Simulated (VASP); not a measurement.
# BP (zincblende type) (F-43m) in VASP: a series of runs

BP (zincblende type) is run at these levels: LDA; tasks: density of states.

All numbers are computed with VASP 6.6.1; they aren't measurements. Logs are shortened: lines on timing, memory, paths and dates and some standing lists are left out, and cuts for length are marked.

## (1) The cell of the first run

Symmetry: F-43m, No. 216, cubic system. The conventional cell has a = 3.679 Å, b = 3.679 Å, c = 3.679 Å, α = 90.00°, β = 90.00°, γ = 90.00°. B (site symmetry -43m) has 4 P at 1.59 Å within 2.1 Å. Within 2.1 Å of P (site symmetry -43m) lie 4 B at 1.59 Å.

## (2) Density of states, LDA (volume scaled by 0.55)

The input, POSCAR:

```
BP
1.0
    0.0000000000      1.8394100818      1.8394100818
    1.8394100818      0.0000000000      1.8394100818
    1.8394100818      1.8394100818      0.0000000000
B P
1 1
Direct
    0.0000000000      0.0000000000      0.0000000000
    0.2500000000      0.2500000000      0.2500000000
```

The input, INCAR.step1:

```
ALGO     = Normal         # electronic algorithm
EDIFF    = 1E-6           # SCF threshold, eV
ENCUT    = 520            # plane-wave cutoff, eV
GGA      = CA             # functional
ISIF     = 2              # what is computed and relaxed
ISMEAR   = -1             # smearing method
LASPH    = T              # aspherical terms in the spheres
LCHARG   = T              # write CHGCAR
LREAL    = F              # projectors in reciprocal space
LWAVE    = F              # write WAVECAR
NBANDS   = 11             # bands
NELM     = 100            # most SCF steps
PREC     = Accurate       # precision mode
SIGMA    = 0.08           # smearing width, eV
```

The input, KPOINTS.step1:

```
k-points
0
Gamma
  15 15 15
```

The input, INCAR.step2:

```
ALGO     = Normal         # electronic algorithm
EDIFF    = 1E-6           # SCF threshold, eV
ENCUT    = 520            # plane-wave cutoff, eV
GGA      = CA             # functional
ICHARG   = 11             # starting density
ISIF     = 2              # what is computed and relaxed
ISMEAR   = -5             # smearing method
LASPH    = T              # aspherical terms in the spheres
LCHARG   = F              # write CHGCAR
LORBIT   = 10             # projections on sites
LREAL    = F              # projectors in reciprocal space
LWAVE    = F              # write WAVECAR
NEDOS    = 2001           # points of the DOS
NELM     = 100            # most SCF steps
PREC     = Accurate       # precision mode
SIGMA    = 0.08           # smearing width, eV
```

The input, KPOINTS.step2:

```
k-points
0
Gamma
  23 23 23
```

Potentials or basis: VASP PAW LDA potentials, release 64 (B, P).

Launch:

```console
$ cat potpaw_LDA.64/B/POTCAR potpaw_LDA.64/P/POTCAR > POTCAR
$ cp INCAR.step1 INCAR
$ cp KPOINTS.step1 KPOINTS
$ mpirun -np 1 vasp_std > vasp.out
$ cp INCAR.step2 INCAR
$ cp KPOINTS.step2 KPOINTS
$ mpirun -np 1 vasp_std > vasp.out
```

OUTCAR:

```text
EDIFF = 1E-6
   ENCUT = 520
   GGA = CA
   ICHARG = 11
   ISIF = 2
   ISMEAR = -5
   LASPH = T
   LORBIT = 10
   LREAL = F
   NELM = 100
   PREC = Accurate

 ion  position               nearest neighbor table
   1  0.000  0.000  0.000-   2 1.59   2 1.59   2 1.59   2 1.59
   2  0.250  0.250  0.250-   1 1.59   1 1.59   1 1.59   1 1.59

  LATTYP: Found a face centered cubic cell.
 ALAT       =     3.6788201636

  Lattice vectors:

 A1 = (   0.0000000000,   1.8394100818,   1.8394100818)
 A2 = (   1.8394100818,   0.0000000000,   1.8394100818)
 A3 = (   1.8394100818,   1.8394100818,   0.0000000000)

Analysis of symmetry for initial positions (statically):
=====================================================================
 Subroutine PRICEL returns:
 Original cell was already a primitive cell.

 Routine SETGRP: Setting up the symmetry group for a
 face centered cubic supercell.

 Subroutine GETGRP returns: Found 24 space group operations
 (whereof 24 operations were pure point group operations)
 out of a pool of 48 trial point group operations.

The static configuration has the point symmetry T_d .

Analysis of symmetry for dynamics (positions and initial velocities):
=====================================================================
 Subroutine PRICEL returns:
 Original cell was already a primitive cell.

 Routine SETGRP: Setting up the symmetry group for a
 face centered cubic supercell.

 Subroutine GETGRP returns: Found 24 space group operations
 (whereof 24 operations were pure point group operations)
 out of a pool of 48 trial point group operations.

The dynamic configuration has the point symmetry T_d .

 Subroutine INISYM returns: Found 24 space group operations
 (whereof 24 operations are pure point group operations),
 and found     1 'primitive' translations

----------------------------------------------------------------------------------------

                                     Primitive cell

  volume of cell :      12.4470

  direct lattice vectors                    reciprocal lattice vectors
     0.000000000  1.839410082  1.839410082    -0.271826280  0.271826280  0.271826280
     1.839410082  0.000000000  1.839410082     0.271826280 -0.271826280  0.271826280
     1.839410082  1.839410082  0.000000000     0.271826280  0.271826280 -0.271826280

  length of vectors
     2.601318684  2.601318684  2.601318684     0.470816928  0.470816928  0.470816928

  position of ions in fractional coordinates (direct lattice)
     0.000000000  0.000000000  0.000000000
     0.250000000  0.250000000  0.250000000

  ion indices of the primitive-cell ions
   primitive index   ion index
                 1           1
                 2           2

----------------------------------------------------------------------------------------

 KPOINTS: k-points

Automatic generation of k-mesh.
 Grid dimensions read from file:
 generate k-points for:   23   23   23

 Generating k-lattice:

  Cartesian coordinates                     Fractional coordinates (reciprocal lattice)
    -0.011818534  0.011818534  0.011818534     0.043478261  0.000000000  0.000000000
     0.011818534 -0.011818534  0.011818534     0.000000000  0.043478261  0.000000000
     0.011818534  0.011818534 -0.011818534     0.000000000  0.000000000  0.043478261

  Length of vectors
     0.020470301  0.020470301  0.020470301

  Shift w.r.t. Gamma in fractional coordinates (k-lattice)
     0.000000000  0.000000000  0.000000000

 TETIRR: Found   1662 inequivalent tetrahedra from    73002

 Subroutine IBZKPT returns following result:
 ===========================================

 Found    364 irreducible k-points:

 Following reciprocal coordinates:
            Coordinates               Weight
  0.000000  0.000000  0.000000      1.000000
  0.043478  0.000000  0.000000      8.000000
  0.086957  0.000000  0.000000      8.000000
  0.130435  0.000000  0.000000      8.000000
  0.173913  0.000000  0.000000      8.000000
  0.217391  0.000000  0.000000      8.000000
[... 16 lines left out ...]
  0.478261  0.043478  0.000000     24.000000
 -0.478261  0.043478  0.000000     24.000000
 [... further k-points ...]
   k-points           NKPTS =    364   k-points in BZ     NKDIM =    364   number of bands    NBANDS=      8
   number of dos      NEDOS =   2001   number of ions     NIONS =      2
   total plane-waves  NPLWV =   8000
   dimension x,y,z NGX =    20 NGY =   20 NGZ =   20
   dimension x,y,z NGXF=    40 NGYF=   40 NGZF=   40
   ions per type =               1   1
   NGX,Y,Z   is equivalent  to a cutoff of  12.78, 12.78, 12.78 a.u.
   NGXF,Y,Z  is equivalent  to a cutoff of  25.56, 25.56, 25.56 a.u.
 SYSTEM =  unknown system
   PREC   = accura    normal or accurate (medium, high low for compatibility)
   ISTART =      0    job   : 0-new  1-cont  2-samecut
   ICHARG =     11    charge: 1-file 2-atom 10-const
   ISPIN  =      1    spin polarized calculation?
   LNONCOLLINEAR =      F non collinear calculations
   LSORBIT =      F    spin-orbit coupling
   LASPH  =      T    aspherical Exc in radial PAW
   ENCUT  =  520.0 eV  38.22 Ry    6.18 a.u.   4.84  4.84  4.84*2*pi/ulx,y,z
   NELM   =    100;   NELMIN=  2; NELMDL=  0     # of ELM steps
   EDIFF  = 0.1E-05   stopping-criterion for ELM
   LREAL  =      F    real-space projection
   EDIFFG = 0.1E-04   stopping-criterion for IOM
   NSW    =      0    number of steps for IOM
   IBRION =     -1    ionic relax: 0-MD 1-quasi-New 2-CG
   NFREE  =      0    steps in history (QN), initial steepest desc. (CG)
   ISIF   =      2    stress and relaxation
   ISYM   =      2    0-nonsym 1-usesym 2-fastsym
   POTIM  = 0.5000    time-step for ionic-motion
   TEBEG  =    0.0;   TEEND  =   0.0 temperature during run
   PSTRESS=    0.0 pullay stress
   NELECT =       8.0000    total number of electrons
   NUPDOWN=      -1.0000    fix difference up-down
   EMIN   =  10.00;   EMAX   =-10.00  energy-range for DOS
   EFERMI =   0.00;   METHOD = LEGACY
   ISMEAR =    -5;   SIGMA  =   0.08  broadening in eV -4-tet -1-fermi 0-gaus
   EFERMI_NEDOS =   21; number of points for ismear=-14 and -15
   IALGO  =     38    algorithm
   IMIX   =      4    mixing-type and parameters
     AMIX     =   0.40;   BMIX     =  1.00
     AMIX_MAG =   1.60;   BMIX_MAG =  1.00
  volume/ion in A,a.u.               =       6.22        42.00
  Fermi-wavevector in a.u.,A,eV,Ry     =   1.412807  2.669819 27.157562  1.996024
  Thomas-Fermi vector in A             =   2.534518
   LORBIT       =     10    0 simple, 1 ext, 2 COOP (PROOUT), +10 PAW based schemes
   GGA     = CA    functional components
   LHFCALC =     F    Hartree Fock is set to
   AEXX    =    0.0000 exact exchange contribution
   IVDW    =     0    specifies the selected vdW correction
   LEPSILON=     F    determine dielectric tensor
   LRPA    =     F    only Hartree local field effects (RPA)
 non-spin polarized calculation
 Fermi weights with tetrahedron method with Bloechl corrections
  energy-cutoff  :      520.00
  volume of cell :       12.45
 maximum number of plane-waves:       343

 number of electron       8.0000000 magnetization

 Free energy of the ion-electron system (eV)
  ---------------------------------------------------
  ext. energy  EPLUGINS =         0.00000000
  ---------------------------------------------------
  free energy    TOTEN  =        -8.25202792 eV

  energy without entropy =       -8.25202792  energy(sigma->0) =       -8.25202792

 E-fermi :  16.4622     XC(G=0): -13.8993

 val. band max:       16.4546450655   @ k =  -0.0435   0.0435   0.0000
 cond. band min:      16.5757777277   @ k =   0.4783   0.4783   0.0000
 fundamental gap:      0.1211326622
 Fermi energy:        16.4622280332

 k-point     1 :       0.0000    0.0000    0.0000
  band No.  band energies     occupation
      1      -5.2652      2.00000
      2      16.4528      2.00000
      3      16.4528      2.00000
      4      16.4528      2.00000
      5      22.3558      0.00000
      6      22.3558      0.00000
      7      22.3558      0.00000
      8      31.3563      0.00000

 k-point     2 :       0.0435    0.0000    0.0000
  band No.  band energies     occupation
      1      -5.2118      2.00000
      2      16.0832      2.00000
      3      16.3792      2.00000
      4      16.3792      2.00000
      5      22.4752      0.00000
      6      22.4752      0.00000
      7      22.5573      0.00000
      8      31.0275      0.00000

 k-point     3 :       0.0870    0.0000    0.0000
  band No.  band energies     occupation
      1      -5.0517      2.00000
      2      15.1284      2.00000
      3      16.1808      2.00000
      4      16.1808      2.00000
      5      22.7925      0.00000
      6      22.7925      0.00000
      7      23.0219      0.00000
      8      30.3232      0.00000

 k-point     4 :       0.1304    0.0000    0.0000
  band No.  band energies     occupation
      1      -4.7853      2.00000
      2      13.8417      2.00000
      3      15.9073      2.00000
      4      15.9073      2.00000
      5      23.1955      0.00000
      6      23.1955      0.00000
      7      23.5362      0.00000
      8      29.6441      0.00000

 k-point     5 :       0.1739    0.0000    0.0000
  band No.  band energies     occupation
      1      -4.4132      2.00000
      2      12.3924      2.00000
      3      15.6068      2.00000
      4      15.6068      2.00000
      5      23.5179      0.00000
      6      23.5179      0.00000
      7      23.9893      0.00000
      8      29.2643      0.00000
[... 177 lines left out ...]
 k-point    22 :       0.4348    0.0435    0.0000
  band No.  band energies     occupation
      1      -0.3653      2.00000
      2       4.1679      2.00000
      3      14.1491      2.00000
      4      14.3950      2.00000
      5      21.7357      0.00000
      6      22.5645      0.00000
      7      25.2806      0.00000
      8      29.5707      0.00000

 k-point    23 :       0.4783    0.0435    0.0000
  band No.  band energies     occupation
      1       0.5676      2.00000
      2       3.0006      2.00000
      3      14.1871      2.00000
      4      14.2291      2.00000
      5      21.6771      0.00000
      6      22.3030      0.00000
      7      25.3023      0.00000
      8      29.5345      0.00000

 k-point    24 :      -0.4783    0.0435    0.0000
  band No.  band energies     occupation
      1       1.0056      2.00000
      2       2.5037      2.00000
      3      14.1060      2.00000
      4      14.2772      2.00000
      5      21.7426      0.00000
      6      22.1550      0.00000
      7      25.3067      0.00000
      8      29.5295      0.00000

 [... further k-points ...]
[... 5 lines left out ...]
  --------------------------------------------------------------------------------------
  -------------------------------------------------------------------------------------
  Total       23.7498725     23.7498725     23.7498725      0.0000000      0.0000000     -0.0000000
  in kB     3057.0756259   3057.0756259   3057.0756259      0.0000000      0.0000000     -0.0000000
  external PRESSURE =    3057.0756259 kB  Pullay stress =       0.0000000 kB

 VOLUME and BASIS-vectors are now :
 -----------------------------------------------------------------------------
  energy-cutoff  :      520.00
  volume of cell :       12.45
      direct lattice vectors                 reciprocal lattice vectors
     0.000000000  1.839410082  1.839410082    -0.271826280  0.271826280  0.271826280
     1.839410082  0.000000000  1.839410082     0.271826280 -0.271826280  0.271826280
     1.839410082  1.839410082  0.000000000     0.271826280  0.271826280 -0.271826280

 POSITION                                       TOTAL-FORCE (eV/Angst)
 -----------------------------------------------------------------------------------
      0.00000      0.00000      0.00000         0.000000      0.000000      0.000000
      0.91971      0.91971      0.91971        -0.000000     -0.000000     -0.000000
 -----------------------------------------------------------------------------------
    total drift:                               -0.000000     -0.000000     -0.000000

  FREE ENERGIE OF THE ION-ELECTRON SYSTEM (eV)
  ---------------------------------------------------
  free  energy   TOTEN  =        -8.2520279153 eV

  energy  without entropy=       -8.2520279153  energy(sigma->0) =       -8.25202792

 total charge

# of ion       s       p       d       tot
------------------------------------------
    1        0.926   2.352   0.000   3.278
    2        1.067   2.077   0.000   3.144
--------------------------------------------------
tot          1.993   4.429   0.000   6.422
```

Run time: 13 s. Hardware: 1 thread of Intel Xeon 6975P-C (Granite Rapids), shared host; peak memory 0.13 GiB.

Results:

```yaml
Valence_electrons_inside_the_program's_atomic_spheres: B 3.28; P 3.14
```

Levels at points of the mesh, in eV from the valence-band top:
```tsv
k point	band 1	band 2	band 3	band 4	band 5	band 6	band 7	band 8
(0.00, 0.00, 0.00)	-21.72	0.00	0.00	0.00	5.90	5.90	5.90	14.90
```

[end of part 1 of 2]
